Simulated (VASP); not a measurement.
# Au (P6_3/mmc) in VASP: notebook

Runs on Au. Level: LDA. Tasks: single point.

Everything below comes from runs of VASP 6.6.1. Logs are shortened: lines on timing, memory, paths and dates and some standing lists are left out, and cuts for length are marked.

## 1. The cell of the first run

The structure is hexagonal, space group P6_3/mmc (No. 194). Conventional cell: a = 3.061 Å, b = 3.061 Å, c = 4.379 Å, α = 90.00°, β = 90.00°, γ = 120.00°. Within 3.7 Å of Au (site symmetry -6m2) lie 12 Au at 2.81 to 3.06 Å.

This isn't the form of Au at room conditions, which is fcc.

## 2. Single point, LDA

File INCAR:

```
SYSTEM = Au
PREC = Accurate ; ENCUT = 520
EDIFF = 1E-6 ; ISMEAR = 0
SIGMA = 0.15 ; LREAL = .FALSE.
LASPH = .TRUE. ; NELM = 60
ALGO = Fast ; ISIF = 2
LWAVE = .FALSE. ; LCHARG = .TRUE.
LELF = .TRUE. ; LVHAR = .TRUE.
NBANDS = 18
```

File KPOINTS:

```
regular mesh
0
G
  21 21 12
  0 0 0
```

File POSCAR:

```
Au
1.0
    3.0614331787      0.0000000000      0.0000000000
   -1.5307165893      2.6512789047      0.0000000000
    0.0000000000      0.0000000000      4.3789075123
Au
2
Direct
    0.3333333333      0.6666666667      0.7500000000
    0.6666666667      0.3333333333      0.2500000000
```

Potentials or basis: VASP PAW LDA potentials, release 64 (Au).

The run is started by

```console
> cat potpaw_LDA.64/Au/POTCAR > POTCAR
> mpirun -np 1 vasp_std > vasp.out
```

OUTCAR:

```text
SYSTEM = Au
   PREC = Accurate
   ENCUT = 520
   EDIFF = 1E-6
   ISMEAR = 0
   LREAL = .FALSE.
   LASPH = .TRUE.
   NELM = 60
   ISIF = 2

 ion  position               nearest neighbor table
   1  0.333  0.667  0.750-   2 2.81   2 2.81   2 2.81   2 2.81   2 2.81   2 2.81
   2  0.667  0.333  0.250-   1 2.81   1 2.81   1 2.81   1 2.81   1 2.81   1 2.81

  LATTYP: Found a hexagonal cell.
 ALAT       =     3.0614331787
 C/A-ratio  =     1.4303456116

  Lattice vectors:

 A1 = (   3.0614331787,   0.0000000000,   0.0000000000)
 A2 = (  -1.5307165893,   2.6512789047,   0.0000000000)
 A3 = (   0.0000000000,   0.0000000000,   4.3789075123)

Analysis of symmetry for initial positions (statically):
=====================================================================
 Subroutine PRICEL returns:
 Original cell was already a primitive cell.

 Routine SETGRP: Setting up the symmetry group for a
 hexagonal supercell.

 Subroutine GETGRP returns: Found 24 space group operations
 (whereof 12 operations were pure point group operations)
 out of a pool of 24 trial point group operations.

The static configuration has the point symmetry D_3d.
 The point group associated with its full space group is D_6h.

Analysis of symmetry for dynamics (positions and initial velocities):
=====================================================================
 Subroutine PRICEL returns:
 Original cell was already a primitive cell.

 Routine SETGRP: Setting up the symmetry group for a
 hexagonal supercell.

 Subroutine GETGRP returns: Found 24 space group operations
 (whereof 12 operations were pure point group operations)
 out of a pool of 24 trial point group operations.

The dynamic configuration has the point symmetry D_3d.
 The point group associated with its full space group is D_6h.

 Subroutine INISYM returns: Found 24 space group operations
 (whereof 12 operations are pure point group operations),
 and found     1 'primitive' translations

----------------------------------------------------------------------------------------

                                     Primitive cell

  volume of cell :      35.5423

  direct lattice vectors                    reciprocal lattice vectors
     3.061433179  0.000000000  0.000000000     0.326644399  0.188588232  0.000000000
    -1.530716589  2.651278905  0.000000000     0.000000000  0.377176463  0.000000000
     0.000000000  0.000000000  4.378907512     0.000000000  0.000000000  0.228367463

  length of vectors
     3.061433179  3.061433179  4.378907512     0.377176463  0.377176463  0.228367463

  position of ions in fractional coordinates (direct lattice)
     0.333333333  0.666666667  0.750000000
     0.666666667  0.333333333  0.250000000

  ion indices of the primitive-cell ions
   primitive index   ion index
                 1           1
                 2           2

----------------------------------------------------------------------------------------

 KPOINTS: regular mesh

Automatic generation of k-mesh.
 Grid dimensions read from file:
 generate k-points for:   21   21   12

 Generating k-lattice:

  Cartesian coordinates                     Fractional coordinates (reciprocal lattice)
     0.015554495  0.008980392  0.000000000     0.047619048 -0.000000000  0.000000000
     0.000000000  0.017960784  0.000000000     0.000000000  0.047619048  0.000000000
     0.000000000  0.000000000  0.019030622     0.000000000  0.000000000  0.083333333

  Length of vectors
     0.017960784  0.017960784  0.019030622

  Shift w.r.t. Gamma in fractional coordinates (k-lattice)
     0.000000000  0.000000000  0.000000000

 Subroutine IBZKPT returns following result:
 ===========================================

 Found    336 irreducible k-points:

 Following reciprocal coordinates:
            Coordinates               Weight
  0.000000  0.000000  0.000000      1.000000
  0.047619  0.000000  0.000000      6.000000
  0.095238  0.000000  0.000000      6.000000
  0.142857  0.000000  0.000000      6.000000
  0.190476  0.000000  0.000000      6.000000
  0.238095  0.000000  0.000000      6.000000
[... 16 lines left out ...]
  0.142857  0.095238  0.000000     12.000000
  0.190476  0.095238  0.000000     12.000000
 [... further k-points ...]
   k-points           NKPTS =    336   k-points in BZ     NKDIM =    336   number of bands    NBANDS=     18
   number of dos      NEDOS =    301   number of ions     NIONS =      2
   total plane-waves  NPLWV =  20736
   dimension x,y,z NGX =    24 NGY =   24 NGZ =   36
   dimension x,y,z NGXF=    48 NGYF=   48 NGZF=   72
   ions per type =               2
   NGX,Y,Z   is equivalent  to a cutoff of  13.03, 13.03, 13.67 a.u.
   NGXF,Y,Z  is equivalent  to a cutoff of  26.07, 26.07, 27.33 a.u.
 SYSTEM =  Au
   PREC   = accura    normal or accurate (medium, high low for compatibility)
   ISTART =      0    job   : 0-new  1-cont  2-samecut
   ICHARG =      2    charge: 1-file 2-atom 10-const
   ISPIN  =      1    spin polarized calculation?
   LNONCOLLINEAR =      F non collinear calculations
   LSORBIT =      F    spin-orbit coupling
   LASPH  =      T    aspherical Exc in radial PAW
   ENCUT  =  520.0 eV  38.22 Ry    6.18 a.u.   5.69  5.69  8.14*2*pi/ulx,y,z
   NELM   =     60;   NELMIN=  2; NELMDL= -5     # of ELM steps
   EDIFF  = 0.1E-05   stopping-criterion for ELM
   LREAL  =      F    real-space projection
[... 7 lines left out ...]
   TEBEG  =    0.0;   TEEND  =   0.0 temperature during run
   PSTRESS=    0.0 pullay stress
   NELECT =      22.0000    total number of electrons
   NUPDOWN=      -1.0000    fix difference up-down
   EMIN   =  10.00;   EMAX   =-10.00  energy-range for DOS
   EFERMI =   0.00;   METHOD = LEGACY
   ISMEAR =     0;   SIGMA  =   0.15  broadening in eV -4-tet -1-fermi 0-gaus
   EFERMI_NEDOS =   21; number of points for ismear=-14 and -15
   IALGO  =     68    algorithm
   IMIX   =      4    mixing-type and parameters
     AMIX     =   0.40;   BMIX     =  1.00
     AMIX_MAG =   1.60;   BMIX_MAG =  1.00
  volume/ion in A,a.u.               =      17.77       119.93
  Fermi-wavevector in a.u.,A,eV,Ry     =   1.395191  2.636529 26.484537  1.946559
  Thomas-Fermi vector in A             =   2.518667
   LORBIT       =      0    0 simple, 1 ext, 2 COOP (PROOUT), +10 PAW based schemes
   GGA     = CA    functional components
   LHFCALC =     F    Hartree Fock is set to
   AEXX    =    0.0000 exact exchange contribution
   IVDW    =     0    specifies the selected vdW correction
   LEPSILON=     F    determine dielectric tensor
   LRPA    =     F    only Hartree local field effects (RPA)
 non-spin polarized calculation
 RMM-DIIS sequential band-by-band and
 Gauss-broadening in eV      SIGMA  =   0.15
  energy-cutoff  :      520.00
  volume of cell :       35.54
 maximum number of plane-waves:       978
 NGX is ok and might be reduce to    24

 number of electron      21.9999996 magnetization

 Free energy of the ion-electron system (eV)
  ---------------------------------------------------
  ext. energy  EPLUGINS =         0.00000000
  ---------------------------------------------------
  free energy    TOTEN  =        -8.68921316 eV

  energy without entropy =       -8.68325416  energy(sigma->0) =       -8.68623366

 E-fermi :   8.4789     XC(G=0): -12.7257

 val. band max:        8.4662901511   @ k =   0.4286   0.0952   0.2500
 cond. band min:       8.4993202435   @ k =   0.2857   0.2857   0.0000
 fundamental gap:      0.0330300925
 Fermi energy:         8.4788832342

 k-point     1 :       0.0000    0.0000    0.0000
  band No.  band energies     occupation
      1      -0.9025      2.00000
      2       1.8258      2.00000
      3       4.1937      2.00000
      4       4.1937      2.00000
      5       4.3801      2.00000
      6       4.3801      2.00000
[... 10 lines left out ...]
     17      25.3378      0.00000
     18      26.3830      0.00000

 k-point     2 :       0.0476    0.0000    0.0000
  band No.  band energies     occupation
      1      -0.8421      2.00000
      2       1.8642      2.00000
      3       4.1290      2.00000
      4       4.2312      2.00000
      5       4.3518      2.00000
      6       4.3528      2.00000
[... 10 lines left out ...]
     17      25.5641      0.00000
     18      26.3972      0.00000

 k-point     3 :       0.0952    0.0000    0.0000
  band No.  band energies     occupation
      1      -0.6633      2.00000
      2       1.9731      2.00000
      3       3.9802      2.00000
      4       4.2610      2.00000
      5       4.2765      2.00000
      6       4.3418      2.00000
[... 10 lines left out ...]
     17      25.9307      0.00000
     18      26.4187      0.00000

 k-point     4 :       0.1429    0.0000    0.0000
  band No.  band energies     occupation
      1      -0.3736      2.00000
      2       2.1313      2.00000
      3       3.8110      2.00000
      4       4.0949      2.00000
      5       4.1648      2.00000
      6       4.5201      2.00000
[... 10 lines left out ...]
     17      26.1639      0.00000
     18      26.3888      0.00000

 k-point     5 :       0.1905    0.0000    0.0000
  band No.  band energies     occupation
      1       0.0120      2.00000
      2       2.2968      2.00000
      3       3.6721      2.00000
      4       3.8521      2.00000
      5       4.0337      2.00000
      6       4.5778      2.00000
[... 10 lines left out ...]
     17      25.1580      0.00000
     18      26.1461      0.00000

 k-point     6 :       0.2381    0.0000    0.0000
  band No.  band energies     occupation
      1       0.4669      2.00000
      2       2.4061      2.00000
      3       3.5618      2.00000
      4       3.6183      2.00000
      5       3.8978      2.00000
      6       4.6038      2.00000
[... 307 lines left out ...]
 k-point    21 :       0.4762    0.0476    0.0000
  band No.  band energies     occupation
      1       2.0363      2.00000
      2       2.1695      2.00000
      3       2.5571      2.00000
      4       3.4874      2.00000
      5       4.6282      2.00000
      6       4.8112      2.00000
[... 10 lines left out ...]
     17      20.9924      0.00000
     18      23.0929      0.00000

 k-point    22 :       0.0952    0.0952    0.0000
  band No.  band energies     occupation
      1      -0.2037      2.00000
      2       2.2217      2.00000
      3       3.7059      2.00000
      4       3.9810      2.00000
      5       4.1169      2.00000
      6       4.5815      2.00000
[... 10 lines left out ...]
     17      25.7043      0.00000
     18      26.3095      0.00000

 k-point    23 :       0.1429    0.0952    0.0000
  band No.  band energies     occupation
      1       0.1751      2.00000
      2       2.3851      2.00000
      3       3.5559      2.00000
      4       3.7341      2.00000
      5       4.0084      2.00000
      6       4.5674      2.00000
[... 10 lines left out ...]
     17      24.8953      0.00000
     18      26.0815      0.00000

 k-point    24 :       0.1905    0.0952    0.0000
  band No.  band energies     occupation
      1       0.6231      2.00000
      2       2.5066      2.00000
      3       3.4522      2.00000
      4       3.4690      2.00000
      5       3.8965      2.00000
      6       4.5979      2.00000
[... 10 lines left out ...]
     17      24.7341      0.00000
     18      25.1119      0.00000

 [... further k-points ...]
[... 5 lines left out ...]
  --------------------------------------------------------------------------------------
  -------------------------------------------------------------------------------------
  Total       -2.2221720     -2.2221720     -0.3298809     -0.0000000     -0.0000000      0.0000000
  in kB     -100.1710645   -100.1710645    -14.8703720     -0.0000000     -0.0000000      0.0000000
  external PRESSURE =     -71.7375003 kB  Pullay stress =       0.0000000 kB

 VOLUME and BASIS-vectors are now :
 -----------------------------------------------------------------------------
  energy-cutoff  :      520.00
  volume of cell :       35.54
      direct lattice vectors                 reciprocal lattice vectors
     3.061433179  0.000000000  0.000000000     0.326644399  0.188588232  0.000000000
    -1.530716589  2.651278905  0.000000000     0.000000000  0.377176463  0.000000000
     0.000000000  0.000000000  4.378907512     0.000000000  0.000000000  0.228367463

 POSITION                                       TOTAL-FORCE (eV/Angst)
 -----------------------------------------------------------------------------------
     -0.00000      1.76752      3.28418        -0.000000      0.000000      0.000000
      1.53072      0.88376      1.09473         0.000000     -0.000000      0.000000
 -----------------------------------------------------------------------------------
    total drift:                               -0.000000      0.000000     -0.000000

  FREE ENERGIE OF THE ION-ELECTRON SYSTEM (eV)
  ---------------------------------------------------
  free  energy   TOTEN  =        -8.6892131576 eV

  energy  without entropy=       -8.6832541605  energy(sigma->0) =       -8.68623366
```

Wall time 3.6 min (1 thread of Intel Xeon 8259CL, shared host); peak memory 0.28 GiB.

What came out:

```
Free energy            : -8.6892 eV
Pressure               : -7.2 GPa
Band gap on the k mesh : zero (bands 11 and 12 overlap by 6.21 eV)
```

Caveat: the stress differs along the axes, from -10 to -1 GPa; spin-orbit coupling is left out, which moves the levels of the heavy elements.

## 3. Single point, LDA

This run uses another cell than the first one, of the same volume but with other edges.

File INCAR:

```
PREC = Accurate
ENCUT = 520
EDIFF = 1E-6
ISMEAR = 0
SIGMA = 0.15
LREAL = F
LASPH = T
NELM = 80
ALGO = Fast
ISIF = 2
LWAVE = F
LCHARG = F
GGA = CA
NBANDS = 18
```

File KPOINTS:

```
regular mesh
0
Gamma
  21 21 12
```

File POSCAR:

```
Au
1.0
    2.7290029879      0.0000000000      0.0000000000
   -1.3645014940      2.3633859145      0.0000000000
    0.0000000000      0.0000000000      5.5107069851
Au
2
Direct
    0.3333333333      0.6666666667      0.7500000000
    0.6666666667      0.3333333333      0.2500000000
```

Potentials or basis: VASP PAW LDA potentials, release 64 (Au).

The run is started by

```console
> cat potpaw_LDA.64/Au/POTCAR > POTCAR
> mpirun -np 1 vasp_std > vasp.out
```

OUTCAR:

```text
PREC = Accurate
   ENCUT = 520
   EDIFF = 1E-6
   ISMEAR = 0
   LREAL = F
   LASPH = T
   NELM = 80
   ISIF = 2
   GGA = CA

 ion  position               nearest neighbor table
   1  0.333  0.667  0.750-   2 3.17   2 3.17   2 3.17   2 3.17   2 3.17   2 3.17
   2  0.667  0.333  0.250-   1 3.17   1 3.17   1 3.17   1 3.17   1 3.17   1 3.17

  LATTYP: Found a hexagonal cell.
 ALAT       =     2.7290029879
 C/A-ratio  =     2.0193114517

  Lattice vectors:

[... 192 lines left out ...]
      3       3.0418      2.00000
      4       3.9642      2.00000
      5       3.9642      2.00000
      6       4.0840      2.00000
[... 481 lines left out ...]
      5       3.5874      2.00000
      6       4.0841      2.00000
[... 10 lines left out ...]
     17      24.9963      0.00000
     18      26.1375      0.00000

 [... further k-points ...]
[... 5 lines left out ...]
  --------------------------------------------------------------------------------------
  -------------------------------------------------------------------------------------
  Total        0.5213579      0.5213579     -2.4791992     -0.0000000      0.0000000      0.0000000
  in kB       23.5017708     23.5017708   -111.7573319     -0.0000000      0.0000000      0.0000000
  external PRESSURE =     -21.5845968 kB  Pullay stress =       0.0000000 kB

 VOLUME and BASIS-vectors are now :
 -----------------------------------------------------------------------------
  energy-cutoff  :      520.00
  volume of cell :       35.54
      direct lattice vectors                 reciprocal lattice vectors
     2.729002988  0.000000000  0.000000000     0.366434190  0.211560878  0.000000000
    -1.364501494  2.363385914  0.000000000     0.000000000  0.423121757  0.000000000
     0.000000000  0.000000000  5.510706985     0.000000000  0.000000000  0.181464920

 POSITION                                       TOTAL-FORCE (eV/Angst)
 -----------------------------------------------------------------------------------
     -0.00000      1.57559      4.13303         0.000000     -0.000000      0.000000
      1.36450      0.78780      1.37768        -0.000000      0.000000      0.000000
 -----------------------------------------------------------------------------------
    total drift:                               -0.000000      0.000000     -0.000000

  FREE ENERGIE OF THE ION-ELECTRON SYSTEM (eV)
  ---------------------------------------------------
  free  energy   TOTEN  =        -8.6280235440 eV

  energy  without entropy=       -8.6208392500  energy(sigma->0) =       -8.62443140
```

stdout:

```text
POSCAR found type information on POSCAR Au
 POSCAR found :  1 types and       2 ions
 scaLAPACK will be used
 LDA part: xc-table for (Slater(with rela. corr.)+CA(PZ))
 , standard interpolation
 POSCAR, INCAR and KPOINTS ok, starting setup
 FFT: planning ... GRIDC
 FFT: planning ... GRID_SOFT
 FFT: planning ... GRID
 WAVECAR not read
 entering main loop
```

Wall time 4 min (1 thread of Intel Xeon 8259CL, shared host); peak memory 0.27 GiB.

Results:

| Property | Result |
| --- | --- |
| Free energy | -8.6280 eV |
| Pressure | -2.2 GPa |
| Band gap on the k mesh | zero (bands 11 and 12 overlap by 7.19 eV) |

Caveat: the stress differs along the axes, from -11 to 2 GPa; spin-orbit coupling is left out, which moves the levels of the heavy elements.

## 4. Single point, LDA

This run uses another cell than the first one, of the same volume but with other edges.

File INCAR:

```
SYSTEM = Au
PREC = Accurate ; ENCUT = 520
EDIFF = 1E-6 ; ISMEAR = 0
SIGMA = 0.15 ; LREAL = .FALSE.
LASPH = .TRUE. ; NELM = 80
ALGO = Fast ; ISIF = 2
LWAVE = .FALSE. ; LCHARG = .FALSE.
GGA = CA ; NBANDS = 18
```

File KPOINTS:

```
Automatic mesh
0
G
  21 21 12
  0 0 0
```

File POSCAR:

```
Au
1.0
    2.9817311615      0.0000000000      0.0000000000
   -1.4908655807      2.5822549331      0.0000000000
    0.0000000000      0.0000000000      4.6161336414
Au
2
Direct
    0.3333333333      0.6666666667      0.7500000000
    0.6666666667      0.3333333333      0.2500000000
```

The run is started by

```console
> cat potpaw_LDA.64/Au/POTCAR > POTCAR
> mpirun -np 1 vasp_std > vasp.out
```

It took 3.7 min on 1 thread of Intel Xeon 8259CL, shared host; peak memory 0.28 GiB.

The run converged. Its results:

- Free energy: -8.7685 eV
- Pressure: -9.7 GPa
- Band gap on the k mesh: zero (bands 11 and 12 overlap by 6.50 eV)

Stress tensor (GPa, compression positive):
```
-11.36   0.00   0.00
  0.00 -11.36   0.00
  0.00   0.00  -6.34
```

Levels at points of the mesh, in eV from the Fermi level:
```tsv
k point	band 8	band 9	band 10	band 11	band 12	band 13	band 14	band 15
(0.00, 0.00, 0.00)	-3.77	-3.77	-2.08	-2.08	-0.35	3.54	14.18	16.76
(0.00, 0.00, 0.50)	-4.40	-2.51	-2.51	-2.51	-2.51	12.19	12.19	14.44
```

Caveat: the stress differs along the axes, from -11 to -6 GPa; spin-orbit coupling is left out, which moves the levels of the heavy elements.

[end of part 1 of 2]

The gap in the log of VASP goes by the Fermi energy; the results here count the filled bands.